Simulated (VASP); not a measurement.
# Zn (Fm-3m) in VASP: relaxation of cell and atoms with PBEsol

Aim: the relaxation of cell and atoms of Zn with PBEsol.

Everything below comes from runs of VASP 6.6.1. Logs are shortened: lines on timing, memory, paths and dates and some standing lists are left out, and cuts for length are marked.

## (1) The cell of the first run

It takes space group Fm-3m (No. 225, cubic). The conventional cell has a = 3.828 Å, b = 3.828 Å, c = 3.828 Å, α = 90.00°, β = 90.00°, γ = 90.00°. Within 3.6 Å of Zn (site symmetry m-3m) lie 12 Zn at 2.71 Å.

This isn't the form of Zn at room conditions, which is hcp.

## (2) Relaxation of cell and atoms, PBEsol

INCAR reads:

```
PREC = Accurate ; ENCUT = 600
EDIFF = 1E-6 ; ISMEAR = 0
SIGMA = 0.1 ; LREAL = False
LASPH = True ; NELM = 80
ALGO = Normal ; ISIF = 3
LWAVE = False ; LCHARG = False
GGA = PS ; IBRION = 2
NSW = 80 ; EDIFFG = -0.01
```

KPOINTS reads:

```
Automatic mesh
0
Gamma
  18 18 18
```

POSCAR reads:

```
Zn
1.0
    0.0000000000      1.9138181646      1.9138181646
    1.9138181646      0.0000000000      1.9138181646
    1.9138181646      1.9138181646      0.0000000000
Zn
1
Direct
    0.0000000000      0.0000000000      0.0000000000
```

Potentials or basis: VASP PAW PBE potentials, release 64 (Zn).

Command:

```
$ cat potpaw_PBE.64/Zn/POTCAR > POTCAR
$ mpirun -np 1 vasp_std > vasp.out
```

OUTCAR:

```text
PREC = Accurate
   ENCUT = 600
   EDIFF = 1E-6
   ISMEAR = 0
   LREAL = False
   LASPH = True
   NELM = 80
   ISIF = 3
   GGA = PS
   IBRION = 2
   NSW = 80
   EDIFFG = -0.01

 ion  position               nearest neighbor table
   1  0.000  0.000  0.000-

  LATTYP: Found a face centered cubic cell.
 ALAT       =     3.8276363292

  Lattice vectors:

 A1 = (   0.0000000000,   1.9138181646,   1.9138181646)
 A2 = (   1.9138181646,   0.0000000000,   1.9138181646)
 A3 = (   1.9138181646,   1.9138181646,   0.0000000000)

Analysis of symmetry for initial positions (statically):
=====================================================================
 Subroutine PRICEL returns:
 Original cell was already a primitive cell.

 Routine SETGRP: Setting up the symmetry group for a
 face centered cubic supercell.

 Subroutine GETGRP returns: Found 48 space group operations
 (whereof 48 operations were pure point group operations)
 out of a pool of 48 trial point group operations.

The static configuration has the point symmetry O_h .

Analysis of symmetry for dynamics (positions and initial velocities):
=====================================================================
 Subroutine PRICEL returns:
 Original cell was already a primitive cell.

 Routine SETGRP: Setting up the symmetry group for a
 face centered cubic supercell.

 Subroutine GETGRP returns: Found 48 space group operations
 (whereof 48 operations were pure point group operations)
 out of a pool of 48 trial point group operations.

The dynamic configuration has the point symmetry O_h .

 Subroutine INISYM returns: Found 48 space group operations
 (whereof 48 operations are pure point group operations),
 and found     1 'primitive' translations

----------------------------------------------------------------------------------------

                                     Primitive cell

  volume of cell :      14.0195

  direct lattice vectors                    reciprocal lattice vectors
     0.000000000  1.913818165  1.913818165    -0.261257840  0.261257840  0.261257840
     1.913818165  0.000000000  1.913818165     0.261257840 -0.261257840  0.261257840
     1.913818165  1.913818165  0.000000000     0.261257840  0.261257840 -0.261257840

  length of vectors
     2.706547604  2.706547604  2.706547604     0.452511853  0.452511853  0.452511853

  position of ions in fractional coordinates (direct lattice)
     0.000000000  0.000000000  0.000000000

  ion indices of the primitive-cell ions
   primitive index   ion index
                 1           1

----------------------------------------------------------------------------------------

 KPOINTS: Automatic mesh

Automatic generation of k-mesh.
 Grid dimensions read from file:
 generate k-points for:   18   18   18

 Generating k-lattice:

  Cartesian coordinates                     Fractional coordinates (reciprocal lattice)
    -0.014514324  0.014514324  0.014514324     0.055555556  0.000000000  0.000000000
     0.014514324 -0.014514324  0.014514324     0.000000000  0.055555556  0.000000000
     0.014514324  0.014514324 -0.014514324     0.000000000  0.000000000  0.055555556

  Length of vectors
     0.025139547  0.025139547  0.025139547

  Shift w.r.t. Gamma in fractional coordinates (k-lattice)
     0.000000000  0.000000000  0.000000000

 Subroutine IBZKPT returns following result:
 ===========================================

 Found    195 irreducible k-points:

[... 48 lines left out ...]
   NSW    =     80    number of steps for IOM
   IBRION =      2    ionic relax: 0-MD 1-quasi-New 2-CG
   NFREE  =      1    steps in history (QN), initial steepest desc. (CG)
   ISIF   =      3    stress and relaxation
   ISYM   =      2    0-nonsym 1-usesym 2-fastsym
   POTIM  = 0.5000    time-step for ionic-motion
   TEBEG  =    0.0;   TEEND  =   0.0 temperature during run
   PSTRESS=    0.0 pullay stress
   NELECT =      12.0000    total number of electrons
   NUPDOWN=      -1.0000    fix difference up-down
   EMIN   =  10.00;   EMAX   =-10.00  energy-range for DOS
   EFERMI =   0.00;   METHOD = LEGACY
   ISMEAR =     0;   SIGMA  =   0.10  broadening in eV -4-tet -1-fermi 0-gaus
   EFERMI_NEDOS =   21; number of points for ismear=-14 and -15
   IALGO  =     38    algorithm
   IMIX   =      4    mixing-type and parameters
     AMIX     =   0.40;   BMIX     =  1.00
     AMIX_MAG =   1.60;   BMIX_MAG =  1.00
  volume/ion in A,a.u.               =      14.02        94.61
  Fermi-wavevector in a.u.,A,eV,Ry     =   1.554383  2.937357 32.873105  2.416105
  Thomas-Fermi vector in A             =   2.658477
   LORBIT       =      0    0 simple, 1 ext, 2 COOP (PROOUT), +10 PAW based schemes
   GGA     = PS    functional components
   LHFCALC =     F    Hartree Fock is set to
   AEXX    =    0.0000 exact exchange contribution
   IVDW    =     0    specifies the selected vdW correction
   LEPSILON=     F    determine dielectric tensor
   LRPA    =     F    only Hartree local field effects (RPA)
 conjugate gradient relaxation of ions
 non-spin polarized calculation
 Gauss-broadening in eV      SIGMA  =   0.10
  energy-cutoff  :      600.00
  volume of cell :       14.02
 maximum number of plane-waves:       489
 NGX is ok and might be reduce to    24
   NGX = 11   NGY = 11   NGZ = 11

--------------------------------------- Ionic step        1  -------------------------------------------

 number of electron      11.9999992 magnetization

 Free energy of the ion-electron system (eV)
  ---------------------------------------------------
  ext. energy  EPLUGINS =         0.00000000
  ---------------------------------------------------
  free energy    TOTEN  =        -1.55939390 eV

  energy without entropy =       -1.55768993  energy(sigma->0) =       -1.55854191

------------------------ aborting loop because EDIFF is reached ----------------------------------------

  FORCE on cell =-STRESS in cart. coord.  units (eV):
  Direction    XX          YY          ZZ          XY          YZ          ZX
  --------------------------------------------------------------------------------------
  -------------------------------------------------------------------------------------
  Total        0.0967780      0.0967780      0.0967780      0.0000000      0.0000000      0.0000000
  in kB       11.0600074     11.0600074     11.0600074      0.0000000      0.0000000      0.0000000
  external PRESSURE =      11.0600074 kB  Pullay stress =       0.0000000 kB

 VOLUME and BASIS-vectors are now :
 -----------------------------------------------------------------------------
  energy-cutoff  :      600.00
  volume of cell :       14.02
      direct lattice vectors                 reciprocal lattice vectors
     0.000000000  1.913818165  1.913818165    -0.261257840  0.261257840  0.261257840
     1.913818165  0.000000000  1.913818165     0.261257840 -0.261257840  0.261257840
     1.913818165  1.913818165  0.000000000     0.261257840  0.261257840 -0.261257840

 POSITION                                       TOTAL-FORCE (eV/Angst)
 -----------------------------------------------------------------------------------
      0.00000      0.00000      0.00000         0.000000      0.000000      0.000000
 -----------------------------------------------------------------------------------
    total drift:                               -0.000000      0.000000     -0.000000

  FREE ENERGIE OF THE ION-ELECTRON SYSTEM (eV)
  ---------------------------------------------------
  free  energy   TOTEN  =        -1.5593938951 eV

  energy  without entropy=       -1.5576899314  energy(sigma->0) =       -1.55854191

--------------------------------------- Ionic step        2  -------------------------------------------

 number of electron      11.9999995 magnetization

 Free energy of the ion-electron system (eV)
  ---------------------------------------------------
  ext. energy  EPLUGINS =         0.00000000
  ---------------------------------------------------
  free energy    TOTEN  =        -1.55998951 eV

  energy without entropy =       -1.55833384  energy(sigma->0) =       -1.55916168

 E-fermi :   3.3159     XC(G=0): -12.0708

 val. band max:        3.2977519489   @ k =  -0.3333   0.3333   0.1667
 cond. band min:       3.3500492781   @ k =  -0.3889   0.3889   0.0556
 fundamental gap:      0.0522973292
 Fermi energy:         3.3159405956

 k-point     1 :       0.0000    0.0000    0.0000
  band No.  band energies     occupation
      1      -7.5175      2.00000
      2      -4.3850      2.00000
      3      -4.3850      2.00000
      4      -4.3850      2.00000
      5      -3.9519      2.00000
      6      -3.9519      2.00000
      7      22.5453      0.00000
      8      22.5454      0.00000
      9      22.5454      0.00000
     10      22.7947      0.00000
[... 287 lines left out ...]
 k-point    24 :      -0.2222    0.0556    0.0000
  band No.  band energies     occupation
      1      -5.8169      2.00000
      2      -4.3855      2.00000
      3      -4.2752      2.00000
      4      -4.2649      2.00000
      5      -3.9625      2.00000
      6      -3.8007      2.00000
      7      11.5253      0.00000
      8      17.9878      0.00000
      9      21.6348      0.00000
     10      22.7680      0.00000

 [... further k-points ...]

------------------------ aborting loop because EDIFF is reached ----------------------------------------

  FORCE on cell =-STRESS in cart. coord.  units (eV):
  Direction    XX          YY          ZZ          XY          YZ          ZX
  --------------------------------------------------------------------------------------
  -------------------------------------------------------------------------------------
  Total       -0.0083631     -0.0083631     -0.0083631     -0.0000000      0.0000000     -0.0000000
  in kB       -0.9424885     -0.9424885     -0.9424885     -0.0000000      0.0000000     -0.0000000
  external PRESSURE =      -0.9424885 kB  Pullay stress =       0.0000000 kB

 VOLUME and BASIS-vectors are now :
 -----------------------------------------------------------------------------
  energy-cutoff  :      600.00
  volume of cell :       14.22
      direct lattice vectors                 reciprocal lattice vectors
     0.000000000  1.922753456  1.922753456    -0.260043740  0.260043740  0.260043740
     1.922753456  0.000000000  1.922753456     0.260043740 -0.260043740  0.260043740
     1.922753456  1.922753456  0.000000000     0.260043740  0.260043740 -0.260043740

 POSITION                                       TOTAL-FORCE (eV/Angst)
 -----------------------------------------------------------------------------------
      0.00000      0.00000      0.00000         0.000000      0.000000     -0.000000
 -----------------------------------------------------------------------------------
    total drift:                                0.000000      0.000000     -0.000000

  FREE ENERGIE OF THE ION-ELECTRON SYSTEM (eV)
  ---------------------------------------------------
  free  energy   TOTEN  =        -1.5599895127 eV

  energy  without entropy=       -1.5583338444  energy(sigma->0) =       -1.55916168

 reached required accuracy - stopping structural energy minimisation
```

Wall time 14 s (1 thread of Intel Xeon 6975P-C (Granite Rapids), shared host); peak memory 0.17 GiB.

Results:

| Property | Result |
| --- | --- |
| Free energy | -1.5600 eV |
| Relaxed volume | 14.22 Å³/atom |
| Relaxed cell | a = 2.719 Å, b = 2.719 Å, c = 2.719 Å, α = 60.00°, β = 60.00°, γ = 60.00° |
| Space group after relaxing (to 0.1 Å) | Fm-3m (No. 225) |
| Energy gained by relaxing | 0.6 meV/atom |
| Ionic steps | 2 |
| Pressure after relaxing | -0.1 GPa |
| Band gap on the k mesh | zero (bands 6 and 7 overlap by 2.99 eV) |

The path:
```csv
step,energy change (eV),largest force (eV/Å),pressure (GPa),volume (Å³)
1,0.0000,0.0000,1.11,14.02
2,-0.0006,0.0000,-0.09,14.22
```

Final structure:
```
Zn
1.0
     0.00000    1.92275    1.92275
     1.92275    0.00000    1.92275
     1.92275    1.92275    0.00000
Zn
1
Direct
  0.00000 0.00000 0.00000
```

Levels at points of the mesh, in eV from the Fermi level:
| k point | band 4 | band 5 | band 6 | band 7 | band 8 | band 9 |
| --- | --- | --- | --- | --- | --- | --- |
| (0.00, 0.00, 0.00) | -7.70 | -7.27 | -7.27 | 19.23 | 19.23 | 19.23 |
| (0.50, 0.00, 0.00) | -6.95 | -6.95 | -3.13 | -1.20 | 16.06 | 16.06 |
| (0.50, 0.50, 0.00) | -6.87 | -6.87 | -1.11 | 2.04 | 8.81 | 8.81 |

Caveat: the PAW data sets were made with another functional, which shifts forces and pressure a little. Zero-point motion and thermal expansion aren't in these numbers.

The gap in the log of VASP goes by the Fermi energy; the results here count the filled bands.